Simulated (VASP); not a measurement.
Input of a VASP 6.6.1 run:

The input INCAR:

```
SYSTEM = WBrF3
ALGO = Normal
EDIFF = 1E-6
ENCUT = 520
GGA = PE
ISIF = 2
ISMEAR = 0
ISPIN = 2
LASPH = .True.
LCHARG = .False.
LMAXMIX = 4
LORBIT = 11
LREAL = .False.
LWAVE = .False.
MAGMOM = 1.29 -0.24 0.05 0.05 0.05
NBANDS = 33
NELM = 150
PREC = Accurate
SIGMA = 0.1
```

The input KPOINTS:

```
k-points
0
Gamma
  4 4 4
  0 0 0
```

POSCAR

```
WBrF3
1.0
    4.1678061855      0.0000000000      0.0000000000
    0.0000000000      4.1678061855      0.0000000000
    0.0000000000      0.0000000000      4.1678061855
W Br F
1 1 3
Direct
    0.5000000000      0.5000000000      0.5000000000
    0.0000000000      0.0000000000      0.0000000000
    0.0000000000      0.5000000000      0.5000000000
    0.5000000000      0.5000000000      0.0000000000
    0.5000000000      0.0000000000      0.5000000000
```

Potentials or basis: VASP PAW PBE potentials, release 64 (W_sv, Br, F).

The run is started by

```bash
$ cat potpaw_PBE.64/W_sv/POTCAR potpaw_PBE.64/Br/POTCAR potpaw_PBE.64/F/POTCAR > POTCAR
$ mpirun -np 1 vasp_std > vasp.out
```

Q: What does it give for the site moments?

A: W +1.86; Br -0.19; F +0.03 μB.

Q: Predict the net moment.

A: 1.99 μB per cell.

Q: Predict the pressure.

A: 0.4 GPa.

Q: Estimate the band gap on the k mesh.

A: Zero (filled and empty bands overlap).

Caveat: the k points lie up to 0.38 Å⁻¹ apart; spin-orbit coupling is left out, which moves the levels of the heavy elements.
